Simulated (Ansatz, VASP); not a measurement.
# One calculation of SrVO3, two programs

Contents of INCAR:

```
SYSTEM = SrVO3
  PREC = Accurate
  ENCUT = 520
  EDIFF = 1E-7
  ISMEAR = 0
  SIGMA = 0.1
  LREAL = .FALSE.
  LASPH = .TRUE.
  NELM = 150
  ALGO = Normal
  ISIF = 2
  LWAVE = .FALSE.
  LCHARG = .FALSE.
  ISPIN = 2
  MAGMOM = 0 1 0 0 0
  LORBIT = 11
  LMAXMIX = 4
  LDAU = .TRUE.
  LDAUTYPE = 2
  LDAUL = -1 2 -1
  LDAUU = 0 3.25 0
  LDAUJ = 0 0 0
  LDAUPRINT = 1
  GGA = PE
  NBANDS = 32
```

File KPOINTS:

```
Automatic mesh
0
G
  6 6 6
  0 0 0
```

POSCAR

```
SrVO3
1.0
    3.7538000000      0.0000000000      0.0000000000
    0.0000000000      3.7538000000      0.0000000000
    0.0000000000      0.0000000000      3.7538000000
Sr V O
1 1 3
Direct
    0.0000000000      0.0000000000      0.0000000000
    0.5000000000      0.5000000000      0.5000000000
    0.5000000000      0.5000000000      0.0000000000
    0.5000000000      0.0000000000      0.5000000000
    0.0000000000      0.5000000000      0.5000000000
```

Input for Ansatz:

```yaml
crystal:
  lattice:
    - [3.7538, 0, 0]
    - [0, 3.7538, 0]
    - [0, 0, 3.7538]
  atoms:
    - { symbol: Sr, position: [0, 0, 0] }
    - { symbol: V, position: [0.5, 0.5, 0.5], spin: 1.0 }
    - { symbol: O, position: [0.5, 0.5, 0] }
    - { symbol: O, position: [0.5, 0, 0.5] }
    - { symbol: O, position: [0, 0.5, 0.5] }
kpoints:
  mp_grid: { grid: [6, 6, 6], shift: [0, 0, 0] }
hamiltonian:
  xc: pbe
  pseudopotentials: { kind: nc }
  hubbard: { sites: [{ site: 1, l: d, u_eff: 3.25 }] }
magnetization:
  spin_polarized: true
scf:
  lower_state_search: standard
  occupations: { method: gaussian, width: 0.1 }
```

Alike in both runs: task single point; functional PBE; k mesh 6 × 6 × 6; occupations gaussian, width 0.1 eV; collinear spin; Hubbard terms V d U = 3.25 eV.

```csv
,VASP,Ansatz
version,VASP 6.6.1,Ansatz development build ahead of 0.2.0
potentials or method,"VASP PAW PBE potentials, release 64 (Sr_sv, V_sv, O)","norm-conserving potentials, plane waves, scalar-relativistic"
plane-wave cutoff (eV),520,1240
```

|  | VASP | Ansatz | Ansatz less VASP |
| --- | --- | --- | --- |
| net moment per atom (μB) | 0.20 | 0.20 | 0.000 |
| size of the moment on the site where the two differ most (μB) | 1.07 | 0.86 | -0.209 |

Site moments also hang on the region over which each program counts them. The programs project onto different local orbitals, so the same U acts differently, and such runs can settle in different states. Ansatz's warnings: filled band counts differ across k points, reached outside group.
